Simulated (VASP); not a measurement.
# Ga: single point with r2SCAN

The system is Ga.

```
CELL_PARAMETERS angstrom
-1.72087 1.72087 1.72087
1.72087 -1.72087 1.72087
1.72087 1.72087 -1.72087
ATOMIC_POSITIONS crystal
Ga 0.00000 0.00000 0.00000
```

This cell differs from its parent crystal: volume scaled by 1.12.

```json
{
 "Program": "VASP 6.6.1",
 "Task": "single point",
 "Functional": "r2SCAN",
 "Potentials or basis": "VASP PAW PBE potentials, release 64 (Ga_d)",
 "Cutoff": "520 eV",
 "k mesh": "15 × 15 × 15",
 "Occupations": "fermi-dirac, width 0.1 eV",
 "Spin": "no spin polarisation",
 "Dipole correction": "no",
 "Further INCAR settings": "ALGO = Normal; EDIFF = 1e-06; NBANDS = 12"
}
```

- Pressure: -4.9 GPa

Levels at points of the mesh, in eV from the Fermi level:
| k point | band 4 | band 5 | band 6 | band 7 | band 8 | band 9 |
| --- | --- | --- | --- | --- | --- | --- |
| (0.00, 0.00, 0.00) | -15.24 | -15.24 | -11.04 | 12.35 | 12.35 | 12.35 |

It took 59 s on 1 thread of Intel(R) Xeon(R) Platinum 8259CL CPU @ 2.50GHz (Skylake/Cascade Lake) (shared host), peak memory 0.16 GiB.

Caveat: the PAW data sets were made with another functional, which shifts forces and pressure a little.
